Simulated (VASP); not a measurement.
# TiC in VASP: relaxation of cell and atoms with PBE

Aim: the relaxation of cell and atoms of TiC with PBE.

Everything below comes from runs of VASP 6.6.1. Logs are shortened: lines on timing, memory, paths and dates and some standing lists are left out, and cuts for length are marked.

## 1. The cell of the first run

The typed cell holds 2 atoms: a = 3.064 Å, b = 3.064 Å, c = 3.064 Å, α = 60.00°, β = 60.00°, γ = 60.00°.

## 2. Relaxation of cell and atoms, PBE

Contents of INCAR:

```
SYSTEM = TiC
PREC     = Accurate       ! precision mode
ENCUT    = 600            ! plane-wave cutoff, eV
EDIFF    = 1E-6           ! SCF threshold, eV
ISMEAR   = 0              ! smearing method
SIGMA    = 0.15           ! smearing width, eV
LREAL    = .False.        ! projectors in reciprocal space
LASPH    = .True.         ! aspherical terms in the spheres
NELM     = 80             ! most SCF steps
ALGO     = Normal         ! electronic algorithm
ISIF     = 3              ! what is computed and relaxed
LWAVE    = .False.        ! write WAVECAR
LCHARG   = .False.        ! write CHGCAR
GGA      = PE             ! functional
IBRION   = 2              ! ionic algorithm
NSW      = 100            ! ionic steps
EDIFFG   = -0.01          ! ionic threshold
```

Contents of KPOINTS:

```
Automatic mesh
0
Gamma
  14 14 14
  0 0 0
```

Contents of POSCAR:

```
TiC
1.0
    0.0000000000      2.1664615256      2.1664615256
    2.1664615256      0.0000000000      2.1664615256
    2.1664615256      2.1664615256      0.0000000000
Ti C
1 1
Direct
    0.0013614251      0.0014170120      0.0031383337
    0.4986385749      0.4985829880      0.4968616663
```

Potentials or basis: VASP PAW PBE potentials, release 64 (Ti_sv, C).

Run with:

```bash
$ cat potpaw_PBE.64/Ti_sv/POTCAR potpaw_PBE.64/C/POTCAR > POTCAR
$ mpirun -np 1 vasp_std > vasp.out
```

OUTCAR:

```text
SYSTEM = TiC
   PREC = Accurate
   ENCUT = 600
   EDIFF = 1E-6
   ISMEAR = 0
   LREAL = .False.
   LASPH = .True.
   NELM = 80
   ISIF = 3
   GGA = PE
   IBRION = 2
   NSW = 100
   EDIFFG = -0.01

 ion  position               nearest neighbor table
   1  0.001  0.001  0.003-   2 2.15   2 2.15   2 2.15   2 2.18   2 2.19   2 2.19
   2  0.499  0.499  0.497-   1 2.15   1 2.15   1 2.15   1 2.18   1 2.19   1 2.19

  LATTYP: Found a face centered cubic cell.
 ALAT       =     4.3329230512

  Lattice vectors:

 A1 = (   0.0000000000,   2.1664615256,   2.1664615256)
 A2 = (   2.1664615256,   0.0000000000,   2.1664615256)
 A3 = (   2.1664615256,   2.1664615256,   0.0000000000)

Analysis of symmetry for initial positions (statically):
=====================================================================
 Subroutine PRICEL returns:
 Original cell was already a primitive cell.

 Routine SETGRP: Setting up the symmetry group for a
 face centered cubic supercell.

 Subroutine GETGRP returns: Found  1 space group operations
 (whereof  1 operations were pure point group operations)
 out of a pool of 48 trial point group operations.

The static configuration has the point symmetry C_1 .

Analysis of symmetry for dynamics (positions and initial velocities):
=====================================================================
 Subroutine PRICEL returns:
 Original cell was already a primitive cell.

 Routine SETGRP: Setting up the symmetry group for a
 face centered cubic supercell.

 Subroutine GETGRP returns: Found  1 space group operations
 (whereof  1 operations were pure point group operations)
 out of a pool of 48 trial point group operations.

The dynamic configuration has the point symmetry C_1 .

 Subroutine INISYM returns: Found  1 space group operations
 (whereof  1 operations are pure point group operations),
 and found     1 'primitive' translations

----------------------------------------------------------------------------------------

                                     Primitive cell

  volume of cell :      20.3368

  direct lattice vectors                    reciprocal lattice vectors
     0.000000000  2.166461526  2.166461526    -0.230791082  0.230791082  0.230791082
     2.166461526  0.000000000  2.166461526     0.230791082 -0.230791082  0.230791082
     2.166461526  2.166461526  0.000000000     0.230791082  0.230791082 -0.230791082

  length of vectors
     3.063839272  3.063839272  3.063839272     0.399741880  0.399741880  0.399741880

  position of ions in fractional coordinates (direct lattice)
     0.001361425  0.001417012  0.003138334
     0.498638575  0.498582988  0.496861666

  ion indices of the primitive-cell ions
   primitive index   ion index
                 1           1
                 2           2

----------------------------------------------------------------------------------------

 KPOINTS: Automatic mesh

Automatic generation of k-mesh.
 Grid dimensions read from file:
 generate k-points for:   14   14   14

 Generating k-lattice:

  Cartesian coordinates                     Fractional coordinates (reciprocal lattice)
    -0.016485077  0.016485077  0.016485077     0.071428571  0.000000000  0.000000000
     0.016485077 -0.016485077  0.016485077     0.000000000  0.071428571  0.000000000
     0.016485077  0.016485077 -0.016485077     0.000000000  0.000000000  0.071428571

  Length of vectors
     0.028552991  0.028552991  0.028552991

  Shift w.r.t. Gamma in fractional coordinates (k-lattice)
     0.000000000  0.000000000  0.000000000

 Subroutine IBZKPT returns following result:
 ===========================================

 Found   1376 irreducible k-points:

 Following reciprocal coordinates:
            Coordinates               Weight
  0.000000  0.000000  0.000000      1.000000
  0.071429  0.000000  0.000000      2.000000
  0.000000  0.071429  0.000000      2.000000
  0.000000  0.000000  0.071429      2.000000
  0.071429  0.071429  0.071429      2.000000
  0.142857  0.000000  0.000000      2.000000
[... 16 lines left out ...]
  0.000000  0.428571  0.000000      2.000000
  0.000000  0.000000  0.428571      2.000000
 [... further k-points ...]
   k-points           NKPTS =   1376   k-points in BZ     NKDIM =   1376   number of bands    NBANDS=     12
   number of dos      NEDOS =    301   number of ions     NIONS =      2
   total plane-waves  NPLWV =  13824
   dimension x,y,z NGX =    24 NGY =   24 NGZ =   24
   dimension x,y,z NGXF=    48 NGYF=   48 NGZF=   48
   ions per type =               1   1
   NGX,Y,Z   is equivalent  to a cutoff of  13.02, 13.02, 13.02 a.u.
   NGXF,Y,Z  is equivalent  to a cutoff of  26.05, 26.05, 26.05 a.u.
 SYSTEM =  TiC
   PREC   = accura    normal or accurate (medium, high low for compatibility)
   ISTART =      0    job   : 0-new  1-cont  2-samecut
   ICHARG =      2    charge: 1-file 2-atom 10-const
   ISPIN  =      1    spin polarized calculation?
   LNONCOLLINEAR =      F non collinear calculations
   LSORBIT =      F    spin-orbit coupling
   LASPH  =      T    aspherical Exc in radial PAW
   ENCUT  =  600.0 eV  44.10 Ry    6.64 a.u.   6.12  6.12  6.12*2*pi/ulx,y,z
   NELM   =     80;   NELMIN=  2; NELMDL= -5     # of ELM steps
   EDIFF  = 0.1E-05   stopping-criterion for ELM
   LREAL  =      F    real-space projection
   EDIFFG = -.1E-01   stopping-criterion for IOM
   NSW    =    100    number of steps for IOM
   IBRION =      2    ionic relax: 0-MD 1-quasi-New 2-CG
   NFREE  =      1    steps in history (QN), initial steepest desc. (CG)
   ISIF   =      3    stress and relaxation
   ISYM   =      2    0-nonsym 1-usesym 2-fastsym
   POTIM  = 0.5000    time-step for ionic-motion
   TEBEG  =    0.0;   TEEND  =   0.0 temperature during run
   PSTRESS=    0.0 pullay stress
   NELECT =      16.0000    total number of electrons
   NUPDOWN=      -1.0000    fix difference up-down
   EMIN   =  10.00;   EMAX   =-10.00  energy-range for DOS
   EFERMI =   0.00;   METHOD = LEGACY
   ISMEAR =     0;   SIGMA  =   0.15  broadening in eV -4-tet -1-fermi 0-gaus
   EFERMI_NEDOS =   21; number of points for ismear=-14 and -15
   IALGO  =     38    algorithm
   IMIX   =      4    mixing-type and parameters
     AMIX     =   0.40;   BMIX     =  1.00
     AMIX_MAG =   1.60;   BMIX_MAG =  1.00
  volume/ion in A,a.u.               =      10.17        68.62
  Fermi-wavevector in a.u.,A,eV,Ry     =   1.511311  2.855964 31.076536  2.284061
  Thomas-Fermi vector in A             =   2.621385
   LORBIT       =      0    0 simple, 1 ext, 2 COOP (PROOUT), +10 PAW based schemes
   GGA     = PE    functional components
   LHFCALC =     F    Hartree Fock is set to
   AEXX    =    0.0000 exact exchange contribution
   IVDW    =     0    specifies the selected vdW correction
   LEPSILON=     F    determine dielectric tensor
   LRPA    =     F    only Hartree local field effects (RPA)
 conjugate gradient relaxation of ions
 non-spin polarized calculation
 Gauss-broadening in eV      SIGMA  =   0.15
  energy-cutoff  :      600.00
  volume of cell :       20.34
 maximum number of plane-waves:       700
   NGX = 13   NGY = 13   NGZ = 13

--------------------------------------- Ionic step        1  -------------------------------------------

 number of electron      16.0000000 magnetization

 Free energy of the ion-electron system (eV)
  ---------------------------------------------------
  ext. energy  EPLUGINS =         0.00000000
  ---------------------------------------------------
  free energy    TOTEN  =       -18.70712402 eV

  energy without entropy =      -18.70361654  energy(sigma->0) =      -18.70537028

------------------------ aborting loop because EDIFF is reached ----------------------------------------

  FORCE on cell =-STRESS in cart. coord.  units (eV):
  Direction    XX          YY          ZZ          XY          YZ          ZX
  --------------------------------------------------------------------------------------
  -------------------------------------------------------------------------------------
  Total        0.0297441      0.0294264      0.0214848     -0.0115731     -0.0070539     -0.0071431
  in kB        2.3433031      2.3182730      1.6926217     -0.9117535     -0.5557215     -0.5627466
  external PRESSURE =       2.1180659 kB  Pullay stress =       0.0000000 kB
[... 129 lines left out ...]
  energy  without entropy=      -18.7078597937  energy(sigma->0) =      -18.70961107

--------------------------------------- Ionic step        5  -------------------------------------------

 number of electron      16.0000000 magnetization

 Free energy of the ion-electron system (eV)
  ---------------------------------------------------
  ext. energy  EPLUGINS =         0.00000000
  ---------------------------------------------------
  free energy    TOTEN  =       -18.71142369 eV

  energy without entropy =      -18.70791429  energy(sigma->0) =      -18.70966899

 E-fermi :   9.3873     XC(G=0): -12.6900

 val. band max:        9.3602799488   @ k =   0.5000   0.5000   0.0000
 cond. band min:       9.3974099795   @ k =   0.2857   0.3571   0.0000
 fundamental gap:      0.0371300306
 Fermi energy:         9.3872659052

 k-point     1 :       0.0000    0.0000    0.0000
  band No.  band energies     occupation
      1     -47.1985      2.00000
      2     -23.2241      2.00000
      3     -23.2240      2.00000
      4     -23.2238      2.00000
      5      -2.9940      2.00000
      6      10.0861      0.00000
      7      10.0873      0.00000
      8      10.0901      0.00000
      9      11.0693      0.00000
     10      11.0703      0.00000
     11      11.0729      0.00000
     12      11.1047      0.00000
[... 331 lines left out ...]
 k-point    24 :       0.0000    0.0000    0.4286
  band No.  band energies     occupation
      1     -47.1299      2.00000
      2     -23.6933      2.00000
      3     -23.2694      2.00000
      4     -23.2692      2.00000
      5       0.1369      2.00000
      6       3.9775      2.00000
      7       6.6046      2.00000
      8       6.6084      2.00000
      9      12.1744      0.00000
     10      12.1766      0.00000
     11      13.2736      0.00000
     12      17.3024      0.00000

 [... further k-points ...]

------------------------ aborting loop because EDIFF is reached ----------------------------------------

  FORCE on cell =-STRESS in cart. coord.  units (eV):
  Direction    XX          YY          ZZ          XY          YZ          ZX
  --------------------------------------------------------------------------------------
  -------------------------------------------------------------------------------------
  Total       -0.0032341     -0.0030603      0.0013585      0.0067994      0.0041469      0.0041993
  in kB       -0.2546780     -0.2409878      0.1069770      0.5354349      0.3265595      0.3306866
  external PRESSURE =      -0.1295630 kB  Pullay stress =       0.0000000 kB
[... 17 lines left out ...]
  FREE ENERGIE OF THE ION-ELECTRON SYSTEM (eV)
  ---------------------------------------------------
  free  energy   TOTEN  =       -18.7114236893 eV

  energy  without entropy=      -18.7079142888  energy(sigma->0) =      -18.70966899

 reached required accuracy - stopping structural energy minimisation
```

Run time: 6 min. Hardware: 1 thread of Intel Xeon 6975P-C (Granite Rapids), shared host; peak memory 0.56 GiB.

Results:

```
Free energy                           : -18.7114 eV
Relaxed volume                        : 10.17 Å³/atom
Relaxed cell                          : a = 3.064 Å, b = 3.064 Å, c = 3.064 Å, α = 60.01°, β = 60.01°, γ = 60.02°
Space group after relaxing (to 0.1 Å) : Fm-3m (No. 225)
Energy gained by relaxing             : 2.1 meV/atom
Ionic steps                           : 5
Pressure after relaxing               : 0.0 GPa
Band gap on the k mesh                : zero (bands 8 and 9 overlap by 1.10 eV)
```

Step by step:
```tsv
step	energy change (eV)	largest force (eV/Å)	pressure (GPa)	volume (Å³)
1	0.0000	0.2824	0.21	20.34
2	-0.0042	0.0280	-0.33	20.38
3	-0.0042	0.0039	-0.39	20.38
4	-0.0042	0.0065	0.49	20.31
5	-0.0043	0.0009	-0.01	20.35
```

Final structure:
```
Ti C
1.0
    -0.00057    2.16663    2.16642
     2.16664   -0.00057    2.16641
     2.16650    2.16649   -0.00043
Ti C
1 1
Direct
  0.00000 0.00000 0.99999
  0.50000 0.50000 0.50001
```

Levels at points of the mesh, in eV from the Fermi level:
| k point | band 4 | band 5 | band 6 | band 7 | band 8 | band 9 | band 10 | band 11 | band 12 |
| --- | --- | --- | --- | --- | --- | --- | --- | --- | --- |
| (0.00, 0.00, 0.00) | -32.61 | -12.38 | 0.70 | 0.70 | 0.70 | 1.68 | 1.68 | 1.69 | 1.72 |
| (0.50, 0.00, 0.00) | -32.66 | -8.91 | -5.82 | -2.88 | -2.88 | 2.91 | 2.92 | 4.10 | 8.14 |
| (0.00, 0.50, 0.00) | -32.66 | -8.91 | -5.82 | -2.88 | -2.88 | 2.91 | 2.92 | 4.10 | 8.14 |
| (0.00, 0.00, 0.50) | -32.66 | -8.91 | -5.82 | -2.88 | -2.88 | 2.92 | 2.92 | 4.10 | 8.15 |
| (0.50, 0.50, 0.50) | -32.66 | -8.91 | -5.82 | -2.88 | -2.88 | 2.92 | 2.92 | 4.10 | 8.15 |
| (0.50, 0.50, 0.00) | -32.78 | -10.10 | -3.42 | -1.60 | -0.03 | -0.03 | 2.71 | 3.51 | 3.51 |
| (0.00, 0.50, 0.50) | -32.78 | -10.10 | -3.42 | -1.60 | -0.03 | -0.03 | 2.71 | 3.51 | 3.51 |
| (0.50, 0.00, 0.50) | -32.78 | -10.10 | -3.42 | -1.60 | -0.03 | -0.03 | 2.71 | 3.51 | 3.51 |

The gap in the log of VASP goes by the Fermi energy; the results here count the filled bands.